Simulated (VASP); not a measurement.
# W12O in VASP: further runs

Runs on W12O. Level: PBE. Tasks: single point.

All numbers are computed with VASP 6.6.1; they aren't measurements. Logs are shortened: lines on timing, memory, paths and dates and some standing lists are left out, and cuts for length are marked.

**1. The cell of the first run**

The cell holds a slab with vacuum, 13 atoms: a = 5.514 Å, b = 5.514 Å, c = 21.356 Å, α = 90.00°, β = 90.00°, γ = 109.47°.

**2. Single point, PBE**

The input, INCAR:

```
SYSTEM = W12O
ALGO = Normal
DIPOL = 0.5 0.5 0.309
EDIFF = 1E-7
ENCUT = 520
GGA = PE
IDIPOL = 3
ISIF = 2
ISMEAR = 0
LASPH = .True.
LCHARG = .False.
LDIPOL = .True.
LREAL = .False.
LWAVE = .False.
NBANDS = 99
NELM = 100
PREC = Accurate
SIGMA = 0.1
```

The input, KPOINTS:

```
k-points
0
Gamma
  5 5 1
  0 0 0
```

The input, POSCAR:

```
W12O
1.0
    5.5140853207      0.0000000000      0.0000000000
   -1.8380284402      5.1987294965      0.0000000000
    0.0000000000      0.0000000000     21.3560050645
W O
12 1
Direct
    0.2500000000      0.2500000000      0.1873009483
    0.2500000000      0.7500000000      0.1873009483
    0.7500000000      0.2500000000      0.1873009483
    0.7500000000      0.7500000000      0.1873009483
    0.0000000000      0.0000000000      0.2892877541
    0.0000000000      0.5000000000      0.2892877541
    0.5000000000      0.0000000000      0.2892877541
    0.5000000000      0.5000000000      0.2892877541
    0.2500000000      0.2500000000      0.3912719181
    0.2500000000      0.7500000000      0.3912719181
    0.7500000000      0.2500000000      0.3912719181
    0.7500000000      0.7500000000      0.3912719181
    0.5000000000      0.5000000000      0.5471999575
```

Potentials or basis: VASP PAW PBE potentials, release 64 (W_sv, O).

Started as:

```console
$ cat potpaw_PBE.64/W_sv/POTCAR potpaw_PBE.64/O/POTCAR > POTCAR
$ mpirun -np 1 vasp_std > vasp.out
```

OUTCAR:

```text
SYSTEM = W12O
   EDIFF = 1E-7
   ENCUT = 520
   GGA = PE
   ISIF = 2
   ISMEAR = 0
   LASPH = .True.
   LREAL = .False.
   NELM = 100
   PREC = Accurate

 ion  position               nearest neighbor table
   1  0.250  0.250  0.187-   5 2.70   8 2.70   3 2.76   3 2.76   2 2.76   2 2.76   7 3.13   6 3.13
                             4 3.18   4 3.18
   2  0.250  0.750  0.187-   6 2.70   7 2.70   4 2.76   4 2.76   1 2.76   1 2.76   5 3.13   8 3.13
                             3 3.18   3 3.18
   3  0.750  0.250  0.187-   6 2.70   7 2.70   1 2.76   1 2.76   4 2.76   4 2.76   5 3.13   8 3.13
                             2 3.18   2 3.18
   4  0.750  0.750  0.187-   5 2.70   8 2.70   2 2.76   2 2.76   3 2.76   3 2.76   7 3.13   6 3.13
                             1 3.18   1 3.18
   5  0.000  0.000  0.289-   9 2.70  12 2.70   1 2.70   4 2.70   7 2.76   7 2.76   6 2.76   6 2.76
                            11 3.13  10 3.13   3 3.13   2 3.13   8 3.18   8 3.18
   6  0.000  0.500  0.289-  10 2.70  11 2.70   2 2.70   3 2.70   8 2.76   8 2.76   5 2.76   5 2.76
                             9 3.13  12 3.13   1 3.13   4 3.13   7 3.18   7 3.18
   7  0.500  0.000  0.289-  10 2.70  11 2.70   2 2.70   3 2.70   5 2.76   5 2.76   8 2.76   8 2.76
                             9 3.13  12 3.13   1 3.13   4 3.13   6 3.18   6 3.18
   8  0.500  0.500  0.289-   9 2.70  12 2.70   1 2.70   4 2.70   6 2.76   6 2.76   7 2.76   7 2.76
                            11 3.13  10 3.13   3 3.13   2 3.13   5 3.18   5 3.18
   9  0.250  0.250  0.391-   5 2.70   8 2.70  11 2.76  11 2.76  10 2.76  10 2.76   7 3.13   6 3.13
                            12 3.18  12 3.18
  10  0.250  0.750  0.391-   6 2.70   7 2.70  12 2.76  12 2.76   9 2.76   9 2.76   5 3.13   8 3.13
                            11 3.18  11 3.18
  11  0.750  0.250  0.391-   6 2.70   7 2.70   9 2.76   9 2.76  12 2.76  12 2.76   5 3.13   8 3.13
                            10 3.18  10 3.18
  12  0.750  0.750  0.391-   5 2.70   8 2.70  10 2.76  10 2.76  11 2.76  11 2.76   7 3.13   6 3.13
                             9 3.18   9 3.18
  13  0.500  0.500  0.547-

  LATTYP: Found a base centered orthorhombic cell.
 ALAT       =     6.3671172886
 B/A-ratio  =     1.4142135624
 C/A-ratio  =     3.3541089470

  Lattice vectors:

 A1 = (   5.5140853207,   0.0000000000,   0.0000000000)
 A2 = (  -1.8380284402,   5.1987294965,   0.0000000000)
 A3 = (   0.0000000000,   0.0000000000,  21.3560050645)

Analysis of symmetry for initial positions (statically):
=====================================================================
 Subroutine PRICEL returns:
 Original cell was already a primitive cell.

 Routine SETGRP: Setting up the symmetry group for a
 base centered orthorhombic supercell.

 Subroutine GETGRP returns: Found  4 space group operations
 (whereof  4 operations were pure point group operations)
 out of a pool of  8 trial point group operations.

The static configuration has the point symmetry C_2v.

Analysis of symmetry for dynamics (positions and initial velocities):
=====================================================================
 Subroutine PRICEL returns:
 Original cell was already a primitive cell.

 Routine SETGRP: Setting up the symmetry group for a
 base centered orthorhombic supercell.

 Subroutine GETGRP returns: Found  4 space group operations
 (whereof  4 operations were pure point group operations)
 out of a pool of  8 trial point group operations.

The dynamic configuration has the point symmetry C_2v.

 Subroutine INISYM returns: Found  4 space group operations
 (whereof  4 operations are pure point group operations),
 and found     1 'primitive' translations

----------------------------------------------------------------------------------------

                                     Primitive cell

  volume of cell :     612.1963

  direct lattice vectors                    reciprocal lattice vectors
     5.514085321  0.000000000  0.000000000     0.181353741  0.064118230  0.000000000
    -1.838028440  5.198729497  0.000000000     0.000000000  0.192354690  0.000000000
     0.000000000  0.000000000 21.356005064     0.000000000  0.000000000  0.046825237

  length of vectors
     5.514085321  5.514085321 21.356005064     0.192354690  0.192354690  0.046825237

  position of ions in fractional coordinates (direct lattice)
     0.250000000  0.250000000  0.187300948
     0.250000000  0.750000000  0.187300948
     0.750000000  0.250000000  0.187300948
     0.750000000  0.750000000  0.187300948
     0.000000000  0.000000000  0.289287754
     0.000000000  0.500000000  0.289287754
     0.500000000  0.000000000  0.289287754
     0.500000000  0.500000000  0.289287754
     0.250000000  0.250000000  0.391271918
     0.250000000  0.750000000  0.391271918
     0.750000000  0.250000000  0.391271918
     0.750000000  0.750000000  0.391271918
     0.500000000  0.500000000  0.547199957

  ion indices of the primitive-cell ions
   primitive index   ion index
                 1           1
                 2           2
                 3           3
                 4           4
                 5           5
                 6           6
                 7           7
                 8           8
                 9           9
                10          10
                11          11
                12          12
                13          13

----------------------------------------------------------------------------------------

 KPOINTS: k-points

Automatic generation of k-mesh.
 Grid dimensions read from file:
 generate k-points for:    5    5    1

 Generating k-lattice:

  Cartesian coordinates                     Fractional coordinates (reciprocal lattice)
     0.036270748  0.012823646  0.000000000     0.200000000  0.000000000  0.000000000
     0.000000000  0.038470938  0.000000000     0.000000000  0.200000000  0.000000000
     0.000000000  0.000000000  0.046825237     0.000000000  0.000000000  1.000000000

  Length of vectors
     0.038470938  0.038470938  0.046825237

  Shift w.r.t. Gamma in fractional coordinates (k-lattice)
     0.000000000  0.000000000  0.000000000

 Subroutine IBZKPT returns following result:
 ===========================================

 Found      9 irreducible k-points:

 Following reciprocal coordinates:
            Coordinates               Weight
  0.000000  0.000000  0.000000      1.000000
  0.200000  0.000000  0.000000      4.000000
  0.400000  0.000000  0.000000      4.000000
  0.200000  0.200000  0.000000      2.000000
  0.400000  0.200000  0.000000      4.000000
 -0.400000  0.200000  0.000000      4.000000
 -0.200000  0.200000  0.000000      2.000000
  0.400000  0.400000  0.000000      2.000000
 -0.400000  0.400000  0.000000      2.000000
   k-points           NKPTS =      9   k-points in BZ     NKDIM =      9   number of bands    NBANDS=     99
   number of dos      NEDOS =    301   number of ions     NIONS =     13
   total plane-waves  NPLWV = 282240
   dimension x,y,z NGX =    42 NGY =   42 NGZ =  160
   dimension x,y,z NGXF=    84 NGYF=   84 NGZF=  320
   ions per type =              12   1
   NGX,Y,Z   is equivalent  to a cutoff of  12.66, 12.66, 12.46 a.u.
   NGXF,Y,Z  is equivalent  to a cutoff of  25.33, 25.33, 24.91 a.u.
 SYSTEM =  W12O
   PREC   = accura    normal or accurate (medium, high low for compatibility)
   ISTART =      0    job   : 0-new  1-cont  2-samecut
   ICHARG =      2    charge: 1-file 2-atom 10-const
   ISPIN  =      1    spin polarized calculation?
   LNONCOLLINEAR =      F non collinear calculations
   LSORBIT =      F    spin-orbit coupling
   LASPH  =      T    aspherical Exc in radial PAW
   ENCUT  =  520.0 eV  38.22 Ry    6.18 a.u.  10.25 10.25 39.71*2*pi/ulx,y,z
   NELM   =    100;   NELMIN=  2; NELMDL= -5     # of ELM steps
   EDIFF  = 0.1E-06   stopping-criterion for ELM
   LREAL  =      F    real-space projection
   EDIFFG = 0.1E-05   stopping-criterion for IOM
   NSW    =      0    number of steps for IOM
   IBRION =     -1    ionic relax: 0-MD 1-quasi-New 2-CG
   NFREE  =      0    steps in history (QN), initial steepest desc. (CG)
   ISIF   =      2    stress and relaxation
   ISYM   =      2    0-nonsym 1-usesym 2-fastsym
   POTIM  = 0.5000    time-step for ionic-motion
   TEBEG  =    0.0;   TEEND  =   0.0 temperature during run
   PSTRESS=    0.0 pullay stress
   NELECT =     174.0000    total number of electrons
   NUPDOWN=      -1.0000    fix difference up-down
   EMIN   =  10.00;   EMAX   =-10.00  energy-range for DOS
   EFERMI =   0.00;   METHOD = LEGACY
   ISMEAR =     0;   SIGMA  =   0.10  broadening in eV -4-tet -1-fermi 0-gaus
   EFERMI_NEDOS =   21; number of points for ismear=-14 and -15
   IALGO  =     38    algorithm
   IMIX   =      4    mixing-type and parameters
     AMIX     =   0.40;   BMIX     =  1.00
     AMIX_MAG =   1.60;   BMIX_MAG =  1.00
  volume/ion in A,a.u.               =      47.09       317.79
  Fermi-wavevector in a.u.,A,eV,Ry     =   1.076369  2.034042 15.763292  1.158569
  Thomas-Fermi vector in A             =   2.212251
   LORBIT       =      0    0 simple, 1 ext, 2 COOP (PROOUT), +10 PAW based schemes
   GGA     = PE    functional components
   LHFCALC =     F    Hartree Fock is set to
   AEXX    =    0.0000 exact exchange contribution
   IVDW    =     0    specifies the selected vdW correction
   LEPSILON=     F    determine dielectric tensor
   LRPA    =     F    only Hartree local field effects (RPA)
 non-spin polarized calculation
 Gauss-broadening in eV      SIGMA  =   0.10
  energy-cutoff  :      520.00
  volume of cell :      612.20
 maximum number of plane-waves:     16503
 NGX is ok and might be reduce to    42
   NGX = 21   NGY = 21   NGZ = 79

 dipolmoment           0.000000      0.000000     -0.083484 electrons x Angstroem

 number of electron     174.0000021 magnetization

 dipolmoment           0.000000      0.000000      0.494044 electrons x Angstroem

 Free energy of the ion-electron system (eV)
  ---------------------------------------------------
  ext. energy  EPLUGINS =         0.00000000
  ---------------------------------------------------
  free energy    TOTEN  =      -144.99031956 eV

  energy without entropy =     -144.86588330  energy(sigma->0) =     -144.92810143

 E-fermi :  -0.5891     XC(G=0):  -5.5295

 val. band max:       -0.5941740444   @ k =   0.4000   0.2000   0.0000
 cond. band min:      -0.5798788907   @ k =  -0.4000   0.4000   0.0000
 fundamental gap:      0.0142951537
 Fermi energy:        -0.5891167501

 k-point     1 :       0.0000    0.0000    0.0000
  band No.  band energies     occupation
      1     -74.7376      2.00000
      2     -74.6595      2.00000
      3     -74.6533      2.00000
      4     -74.6205      2.00000
      5     -74.5653      2.00000
      6     -74.5264      2.00000
[... 91 lines left out ...]
     98       1.6156      0.00000
     99       1.6436      0.00000

 k-point     2 :       0.2000    0.0000    0.0000
  band No.  band energies     occupation
      1     -74.7301      2.00000
      2     -74.6652      2.00000
      3     -74.6522      2.00000
      4     -74.6240      2.00000
      5     -74.5600      2.00000
      6     -74.5216      2.00000
[... 703 lines left out ...]
     98       0.8355      0.00000
     99       0.8387      0.00000

 k-point     9 :      -0.4000    0.4000    0.0000
  band No.  band energies     occupation
      1     -74.6974      2.00000
      2     -74.6608      2.00000
      3     -74.6598      2.00000
      4     -74.6536      2.00000
      5     -74.5298      2.00000
      6     -74.5164      2.00000
[... 91 lines left out ...]
     98       0.6679      0.00000
     99       0.6789      0.00000

------------------------ aborting loop because EDIFF is reached ----------------------------------------

 vacuum level on the upper side and lower side of the slab       (xc-potential included)         1.427        -1.609

  FORCE on cell =-STRESS in cart. coord.  units (eV):
  Direction    XX          YY          ZZ          XY          YZ          ZX
  --------------------------------------------------------------------------------------
  -------------------------------------------------------------------------------------
  Total      -11.9512719    -14.5931982     -4.2567486     -3.7362479      0.0000000      0.0000000
  in kB      -31.2776411    -38.1918191    -11.1403252     -9.7781243      0.0000000      0.0000000
  external PRESSURE =     -26.8699285 kB  Pullay stress =       0.0000000 kB

 VOLUME and BASIS-vectors are now :
 -----------------------------------------------------------------------------
  energy-cutoff  :      520.00
  volume of cell :      612.20
      direct lattice vectors                 reciprocal lattice vectors
     5.514085321  0.000000000  0.000000000     0.181353741  0.064118230  0.000000000
    -1.838028440  5.198729497  0.000000000     0.000000000  0.192354690  0.000000000
     0.000000000  0.000000000 21.356005064     0.000000000  0.000000000  0.046825237

 POSITION                                       TOTAL-FORCE (eV/Angst)
 -----------------------------------------------------------------------------------
      0.91901      1.29968      4.00000        -0.015574     -0.022025     -0.038286
      0.00000      3.89905      4.00000        -0.027847      0.019691     -0.078885
      3.67606      1.29968      4.00000         0.027847     -0.019691     -0.078885
      2.75704      3.89905      4.00000         0.015574      0.022025     -0.038286
      0.00000      0.00000      6.17803         0.000000      0.000000     -0.025304
     -0.91901      2.59936      6.17803         0.000000      0.000000      0.017579
      2.75704      0.00000      6.17803         0.000000      0.000000      0.017579
      1.83803      2.59936      6.17803         0.000000      0.000000     -0.010097
      0.91901      1.29968      8.35601         0.080145      0.113342      0.546378
      0.00000      3.89905      8.35601         0.017846     -0.012619      0.344615
      3.67606      1.29968      8.35601        -0.017846      0.012619      0.344615
      2.75704      3.89905      8.35601        -0.080145     -0.113342      0.546378
      1.83803      2.59936     11.68601         0.000000      0.000000     -1.547399
 -----------------------------------------------------------------------------------
    total drift:                               -0.000000     -0.000000      0.000402

  FREE ENERGIE OF THE ION-ELECTRON SYSTEM (eV)
  ---------------------------------------------------
  free  energy   TOTEN  =      -144.9903195604 eV

  energy  without entropy=     -144.8658833007  energy(sigma->0) =     -144.92810143

 vacuum level on the upper side and lower side of the slab         7.356         4.241
```

Wall time 19 min (1 thread of AMD EPYC 9R45 (Zen 5), shared host); peak memory 0.8 GiB.

What came out:

| Quantity | Value |
| --- | --- |
| Free energy | -144.9903 eV |
| Largest force | 1.547 eV/Å |
| Band gap on the k mesh | zero (bands 87 and 88 overlap by 1.06 eV) |

Forces on the atoms (eV/Å):
```
W   -0.016 -0.022 -0.038
W   -0.028  0.020 -0.079
W    0.028 -0.020 -0.079
W    0.016  0.022 -0.038
W    0.000  0.000 -0.025
W    0.000  0.000  0.018
W    0.000  0.000  0.018
W    0.000  0.000 -0.010
W    0.080  0.113  0.546
W    0.018 -0.013  0.345
W   -0.018  0.013  0.345
W   -0.080 -0.113  0.546
O    0.000  0.000 -1.547
```

Levels at points of the mesh, in eV from the Fermi level:
```
           k point  band 85  band 86  band 87  band 88  band 89  band 90
(0.00, 0.00, 0.00)     0.21     0.46     0.77     1.13     1.44     1.52
```

Caveat: spin-orbit coupling is left out, which moves the levels of the heavy elements.

**3. Single point, PBE**

The input, INCAR:

```
ALGO = Normal
DIPOL = 0.5 0.5 0.304
EDIFF = 1E-6
ENCUT = 520
GGA = PE
IDIPOL = 3
ISIF = 2
ISMEAR = 0
LASPH = T
LCHARG = F
LDIPOL = T
LREAL = F
LWAVE = F
NBANDS = 99
NELM = 60
PREC = Accurate
SIGMA = 0.1
```

The input, KPOINTS:

```
k-points
0
Gamma
  5 5 1
```

POSCAR, as its differences from that of step 2:

```diff
@@ -20,2 +20,2 @@
     0.7500000000      0.7500000000      0.3912719181
-    0.5000000000      0.5000000000      0.5471999575
+    0.2500000000      0.2500000000      0.4858588970
```

Potentials or basis: VASP PAW PBE potentials, release 64 (W_sv, O).

Started as:

```console
$ cat potpaw_PBE.64/W_sv/POTCAR potpaw_PBE.64/O/POTCAR > POTCAR
$ mpirun -np 1 vasp_std > vasp.out
```

Run time: 35 min. Hardware: 1 thread of Intel Xeon Platinum 8259CL at 2.50GHz (Skylake/Cascade Lake), shared host; peak memory 0.83 GiB.

Results (log left out):

- Free energy: -150.0051 eV
- Largest force: 7.026 eV/Å
- Band gap on the k mesh: zero (bands 87 and 88 overlap by 1.25 eV)

Forces on the atoms (eV/Å):
```
W    0.000  0.000  0.205
W    0.000  0.000 -0.212
W    0.000  0.000 -0.212
W    0.000  0.000  0.299
W   -0.284 -0.402 -0.711
W    0.118 -0.083  0.056
W   -0.118  0.083  0.056
W    0.284  0.402 -0.711
W    0.000  0.000  7.026
W    0.000  0.000 -0.200
W    0.000  0.000 -0.200
W    0.000  0.000 -0.725
O    0.000  0.000 -4.672
```

Levels at points of the mesh, in eV from the Fermi level:
```tsv
k point	band 85	band 86	band 87	band 88	band 89	band 90
(0.00, 0.00, 0.00)	0.44	0.70	0.84	1.06	1.46	1.52
```

Caveat: spin-orbit coupling is left out, which moves the levels of the heavy elements.

The gap in the log of VASP goes by the Fermi energy; the results here count the filled bands.